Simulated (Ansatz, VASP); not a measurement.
## Zn: VASP beside Ansatz

```
Zn
1.0
    -1.51477    1.53007    1.59128
     1.51477   -1.53007    1.59128
     1.51477    1.53007   -1.59128
Zn
1
Direct
  0.00000 0.00000 0.00000
```

Change from the starting cell: normal strain along x -0.0100, normal strain along z +0.0400.

Alike in both runs: task single point; functional PBEsol; k mesh 20 × 20 × 20; occupations gaussian, width 0.15 eV; no spin polarisation.

|  | VASP | Ansatz |
| --- | --- | --- |
| version | VASP 6.6.1 | Ansatz 0.2.0 |
| potentials or method | VASP PAW PBE potentials, release 64 (Zn), cutoff 520 eV | scalar-relativistic, plane waves, PAW |
| valence electrons in the cell | 12 | 12 |

|  | VASP | Ansatz | Ansatz less VASP |
| --- | --- | --- | --- |
| gap on the k mesh at the Fermi level (eV) | none | none | - |
| pressure (GPa) | -2.0 | -2.4 | -0.42 |
| traceless stress, the component that is largest in VASP (GPa) | 1.19 | 1.21 | +0.018 |

VASP's potentials were made for PBE, not for PBEsol. A gap of «none» marks a metal or a gap that the smearing closes. With one functional, cell and mesh, what is left measures potentials, basis and numerics.
